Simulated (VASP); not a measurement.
A run of VASP 6.6.1:

The input INCAR:

```
SYSTEM = SrCl2
PREC = Accurate
ENCUT = 520
EDIFF = 1E-7
ISMEAR = 0
SIGMA = 0.01
LREAL = .FALSE.
LASPH = .TRUE.
NELM = 80
ALGO = Normal
ISIF = 2
LWAVE = .FALSE.
LCHARG = .TRUE.
GGA = PE
LELF = .TRUE.
LVHAR = .TRUE.
NBANDS = 19
```

Contents of KPOINTS:

```
Automatic mesh
0
G
  6 6 6
  0 0 0
```

The input POSCAR:

```
SrCl2
1.0
    2.0857437711      1.2042047277      6.1350482906
   -2.0857437711      1.2042047277      6.1350482906
    0.0000000000     -2.4084094554      6.1350482906
Sr Cl
1 2
Direct
    0.0002014277      0.0002014277      0.0002014277
    0.4227725669      0.4227725669      0.4227725669
    0.2436926721      0.2436926721      0.2436926721
```

Potentials or basis: VASP PAW PBE potentials, release 64 (Sr_sv, Cl).

Launch:

```sh
$ cat potpaw_PBE.64/Sr_sv/POTCAR potpaw_PBE.64/Cl/POTCAR > POTCAR
$ mpirun -np 1 vasp_std > vasp.out
```

Hardware: 1 thread of Intel(R) Xeon(R) Platinum 8488C (Sapphire Rapids), with other jobs on the host.

Problem. How long does it take, and how much memory?

Solution. It took 95 s on 1 thread of Intel(R) Xeon(R) Platinum 8488C (Sapphire Rapids) (shared host), peak memory 0.36 GiB. Counts: scf iterations 16, k points 32.
